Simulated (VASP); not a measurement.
# SiSe (P-6m2) in VASP: settings compared, part 2 of 2

VASP 6.6.1. Earlier steps stand in the parts before.

## Step 5: Single point, PBE

This run uses another cell than the first one, of 19.74 Å³/atom, 0.980 times its volume.

File INCAR:

```
PREC = Accurate
ENCUT = 500
EDIFF = 1E-6
ISMEAR = -1
SIGMA = 0.05
LREAL = False
LASPH = True
NELM = 120
ALGO = Normal
ISIF = 2
LWAVE = False
LCHARG = False
GGA = PE
NBANDS = 12
GGA_COMPAT = False
```

File KPOINTS:

```
Automatic mesh
0
Gamma
  7 7 6
```

File POSCAR:

```
SiSe
1.0
    3.5592480000      0.0000000000      0.0000000000
   -1.7796240000      3.0823947000      0.0000000000
    0.0000000000      0.0000000000      3.5987300000
Si Se
1 1
Direct
    0.6666700000      0.3333300000      0.5000000000
    0.0000000000      0.0000000000      0.0000000000
```

Potentials or basis: VASP PAW PBE potentials, release 64 (Si, Se).

Started as:

```
$ cat potpaw_PBE.64/Si/POTCAR potpaw_PBE.64/Se/POTCAR > POTCAR
$ mpirun -np 1 vasp_std > vasp.out
```

OUTCAR:

```text
PREC = Accurate
   ENCUT = 500
   EDIFF = 1E-6
   ISMEAR = -1
   LREAL = False
   LASPH = True
   NELM = 120
   ISIF = 2
   GGA = PE

 ion  position               nearest neighbor table
   1  0.667  0.333  0.500-   2 2.73   2 2.73   2 2.73   2 2.73   2 2.73   2 2.73
   2  0.000  0.000  0.000-   1 2.73   1 2.73   1 2.73   1 2.73   1 2.73   1 2.73

  LATTYP: Found a hexagonal cell.
 ALAT       =     3.5592480000
 C/A-ratio  =     1.0110927926

  Lattice vectors:

[... 545 lines left out ...]
 [... further k-points ...]

------------------------ aborting loop because EDIFF is reached ----------------------------------------

  FORCE on cell =-STRESS in cart. coord.  units (eV):
  Direction    XX          YY          ZZ          XY          YZ          ZX
  --------------------------------------------------------------------------------------
  -------------------------------------------------------------------------------------
  Total        0.1883600      0.1883634      0.0147391      0.0000034      0.0000000      0.0000000
  in kB        7.6436981      7.6438344      0.5981168      0.0001373      0.0000000      0.0000000
  external PRESSURE =       5.2952164 kB  Pullay stress =       0.0000000 kB

 VOLUME and BASIS-vectors are now :
 -----------------------------------------------------------------------------
  energy-cutoff  :      500.00
  volume of cell :       39.48
      direct lattice vectors                 reciprocal lattice vectors
     3.559248000  0.000000000  0.000000000     0.280958225  0.162211543  0.000000000
    -1.779624000  3.082394700  0.000000000     0.000000000  0.324423086  0.000000000
     0.000000000  0.000000000  3.598730000     0.000000000  0.000000000  0.277875806

 POSITION                                       TOTAL-FORCE (eV/Angst)
 -----------------------------------------------------------------------------------
      1.77964      1.02745      1.79937        -0.000030      0.000018      0.000000
      0.00000      0.00000      0.00000         0.000030     -0.000018      0.000000
 -----------------------------------------------------------------------------------
    total drift:                                0.000005      0.000007     -0.000000

  FREE ENERGIE OF THE ION-ELECTRON SYSTEM (eV)
  ---------------------------------------------------
  free  energy   TOTEN  =        -8.4278680308 eV

  energy  without entropy=       -8.4251796821  energy(sigma->0) =       -8.42652386
```

OSZICAR:

```text
N       E                     dE             d eps       ncg     rms          rms(c)
DAV:   1     0.181639761055E+02    0.18164E+02   -0.41319E+03  1536   0.678E+02
DAV:   2    -0.732762642820E+01   -0.25492E+02   -0.24256E+02  2100   0.107E+02
DAV:   3    -0.844813279251E+01   -0.11205E+01   -0.11124E+01  1944   0.186E+01
DAV:   4    -0.845356094871E+01   -0.54282E-02   -0.54273E-02  1752   0.169E+00
DAV:   5    -0.845359571803E+01   -0.34769E-04   -0.34769E-04  1984   0.137E-01    0.403E+00
DAV:   6    -0.842861848454E+01    0.24977E-01   -0.79737E-02  1744   0.102E+00    0.245E+00
DAV:   7    -0.842780182623E+01    0.81666E-03   -0.18959E-02  1904   0.666E-01    0.550E-01
DAV:   8    -0.842780324853E+01   -0.14223E-05   -0.24399E-03  1776   0.232E-01    0.755E-02
DAV:   9    -0.842786789713E+01   -0.64649E-04   -0.17461E-04  1840   0.867E-02    0.485E-02
DAV:  10    -0.842786803079E+01   -0.13365E-06   -0.61461E-06  1820   0.151E-02
   1 F= -.84278680E+01 E0= -.84265239E+01  d E =-.268835E-02
```

stdout:

```text
POSCAR found type information on POSCAR SiSe
 POSCAR found :  2 types and       2 ions
 scaLAPACK will be used
 LDA part: xc-table for (Slater+PW92), standard interpolation
 POSCAR, INCAR and KPOINTS ok, starting setup
 FFT: planning ... GRIDC
 FFT: planning ... GRID_SOFT
 FFT: planning ... GRID
 WAVECAR not read
 entering main loop
```

It took 33 s on 1 thread of Intel Xeon 8259CL, shared host; peak memory 0.17 GiB.

Results:

| Property | Result |
| --- | --- |
| Free energy | -8.4279 eV |
| Pressure | 0.5 GPa |
| Band gap on the k mesh | zero (band 5 reaches 8.05 eV, above the bottom of band 6 at 4.60 eV) |

## Step 6: Single point, PBE

File INCAR:

```
PREC = Accurate ; ENCUT = 500
EDIFF = 1E-6 ; ISMEAR = -1
SIGMA = 0.05 ; LREAL = F
LASPH = T ; NELM = 120
ALGO = Normal ; ISIF = 2
LWAVE = F ; LCHARG = T
GGA = PE ; LELF = T
LVHAR = T ; NBANDS = 12
GGA_COMPAT = F
```

KPOINTS is that of step 5.

File POSCAR:

```
SiSe
1.0
    3.5952000000      0.0000000000      0.0000000000
   -1.7976000000      3.1135300000      0.0000000000
    0.0000000000      0.0000000000      3.5987300000
Si Se
1 1
Direct
    0.6666700000      0.3333300000      0.5000000000
    0.0000000000      0.0000000000      0.0000000000
```

Potentials or basis: VASP PAW PBE potentials, release 64 (Si, Se).

Started as:

```
$ cat potpaw_PBE.64/Si/POTCAR potpaw_PBE.64/Se/POTCAR > POTCAR
$ mpirun -np 1 vasp_std > vasp.out
```

Run time: 33 s. Hardware: 1 thread of Intel Xeon 8259CL, shared host; peak memory 0.17 GiB.

Results (log left out):

```yaml
Free_energy: -8.4285 eV
Pressure: -0.5 GPa
Band_gap_on_the_k_mesh: zero (band 5 reaches 7.67 eV, above the bottom of band 6 at 4.46 eV)
```

Levels at points of the mesh, in eV from the Fermi level:
| k point | band 2 | band 3 | band 4 | band 5 | band 6 | band 7 | band 8 | band 9 |
| --- | --- | --- | --- | --- | --- | --- | --- | --- |
| (0.00, 0.00, 0.00) | -4.64 | -3.61 | -1.72 | -1.72 | 2.96 | 2.96 | 3.57 | 6.81 |
| (0.00, 0.00, 0.50) | -9.78 | -0.66 | -0.66 | 1.60 | 2.19 | 2.80 | 2.80 | 7.41 |

## Step 7: Summary

```csv
level,cell,k mesh,cutoff (eV),grid for exact exchange (PRECFOCK),gap on the mesh (eV),pressure (GPa),largest force (eV/Å)
r2SCAN50,"a = 3.595, b = 3.595, c = 3.599 Å, angles 90.0, 90.0, 120.0°, 2 atoms",5 × 5 × 4,520,Normal,none,-4.6,0.01
HF,"a = 3.595, b = 3.595, c = 3.599 Å, angles 90.0, 90.0, 120.0°, 2 atoms",5 × 5 × 4,520,Normal,none,4.2,0.01
PBE,"a = 3.523, b = 3.523, c = 3.599 Å, angles 90.0, 90.0, 120.0°, 2 atoms",7 × 7 × 6,500,-,none,1.7,-
PBE,"a = 3.559, b = 3.559, c = 3.599 Å, angles 90.0, 90.0, 120.0°, 2 atoms",7 × 7 × 6,500,-,none,0.5,-
PBE,"a = 3.595, b = 3.595, c = 3.599 Å, angles 90.0, 90.0, 120.0°, 2 atoms",7 × 7 × 6,500,-,none,-0.5,-
```

Alike in all rows: task single point; potentials or basis VASP PAW PBE potentials, release 64 (Si, Se); no spin polarisation; smearing fermi-dirac 0.05 eV.

Caveats: some runs use coarse meshes; the PAW data sets were made with another functional, which shifts forces and pressure a little (some runs).

Absolute energies hang on the potentials; compare differences alone.
